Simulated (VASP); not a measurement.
Crystal: MgO.

```
Mg O
1.0
     0.00000    2.13515    2.13515
     2.13515    0.00000    2.13515
     2.13515    2.13515    0.00000
Mg O
1 1
Direct
  0.00000 0.00000 0.00000
  0.50000 0.50000 0.50000
```

Program: VASP 6.6.1. Alike in all runs: task single point; potentials or basis VASP PAW PBE potentials, release 64 (Mg, O); no spin polarisation; cell as given; k mesh 6 × 6 × 6; cutoff (eV) 520; smearing gaussian 0.05 eV.

Task: Order these runs on this cell by their pressure, lowest first.
A. level PBE0; grid for exact exchange (PRECFOCK) Normal
B. level PBE-based global hybrid; grid for exact exchange (PRECFOCK) Normal; share of exact exchange 0.35
C. level PBE
D. level PBE-based global hybrid; grid for exact exchange (PRECFOCK) Normal; share of exact exchange 0.1
E. level r2SCAN50; grid for exact exchange (PRECFOCK) Normal

Result: E (-14.0 GPa), B (-9.8 GPa), A (-7.8 GPa), D (-4.6 GPa), C (-2.4 GPa).

Caveats: all runs use coarse meshes; the PAW data sets were made with another functional, which shifts forces and pressure a little (some runs).
